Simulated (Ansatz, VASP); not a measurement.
**One calculation of W, two programs**

Contents of INCAR:

```
ALGO = Normal
DIPOL = 0.5 0.5 0.658
EDIFF = 1E-6
ENCUT = 400
GGA = PS
GGA_COMPAT = False
IDIPOL = 3
ISIF = 2
ISMEAR = 1
LASPH = True
LCHARG = False
LDIPOL = True
LREAL = False
LWAVE = False
NBANDS = 36
NELM = 120
NELMDL = -8
PREC = Accurate
SIGMA = 0.1
```

The input KPOINTS:

```
k-points
0
Gamma
  10 10 1
```

POSCAR

```
W
1.0
    3.1831898963      0.0000000000      0.0000000000
    0.0000000000      3.1831898963      0.0000000000
    0.0000000000      0.0000000000     25.8273757953
W
4
Direct
    0.0000000000      0.0000000000      0.5708258686
    0.5000000000      0.5000000000      0.6261990831
    1.0000000000      0.0000000000      0.6910958418
    0.5000000000      0.5000000000      0.7432285230
```

Input for Ansatz:

```yaml
crystal:
  lattice:
    - [3.1831898963, 0.0, 0.0]
    - [0.0, 3.1831898963, 0.0]
    - [0.0, 0.0, 25.8273757953]
  atoms:
    - { symbol: W, position: [0.0, 0.0, 0.5708258686] }
    - { symbol: W, position: [0.5, 0.5, 0.6261990831] }
    - { symbol: W, position: [1.0, 0.0, 0.6910958418] }
    - { symbol: W, position: [0.5, 0.5, 0.743228523] }
basis:
  ecutwfc: 420
kpoints:
  mp_grid: { grid: [10, 10, 1] }
hamiltonian:
  xc: pbesol
  pseudopotentials: { kind: paw, azcp: { folder: soft_1 } }
scf:
  occupations: { method: methfessel_paxton, width: 0.1 }
  n_extra_bands: 7
  max_iter: 160
output:
  forces: true
  eigenvalues: true
  write_density: true
  write_potential: true
  elf: true
  volumetric_format: npy
efield:
  axis: 3
  dipole_correction: true
```

Alike in both runs: task single point; functional PBEsol; k mesh 10 × 10 × 1; occupations methfessel-paxton of order 1, width 0.1 eV; no spin polarisation.

|  | VASP | Ansatz |
| --- | --- | --- |
| version | VASP 6.6.1 | Ansatz 0.2.0 |
| potentials or method | VASP PAW PBE potentials, release 64 (W_sv), cutoff 400 eV | scalar-relativistic, plane waves, PAW |
| valence electrons in the cell | 56 | 56 |

|  | VASP | Ansatz | Ansatz less VASP |
| --- | --- | --- | --- |
| gap on the k mesh at the Fermi level (eV) | none | none | - |
| rms of the force components (eV/Å) | 0.505 | 0.516 | +0.0110 |

VASP's potentials were made for PBE, not for PBEsol, and Ansatz warns of the same on its side. Atom by atom the forces differ by 0.020 eV/Å (rms over components). A gap of «none» marks a metal or a gap that the smearing closes. Ansatz's warnings: xc potential rough in thin density.

Neither program's run includes spin-orbit coupling.
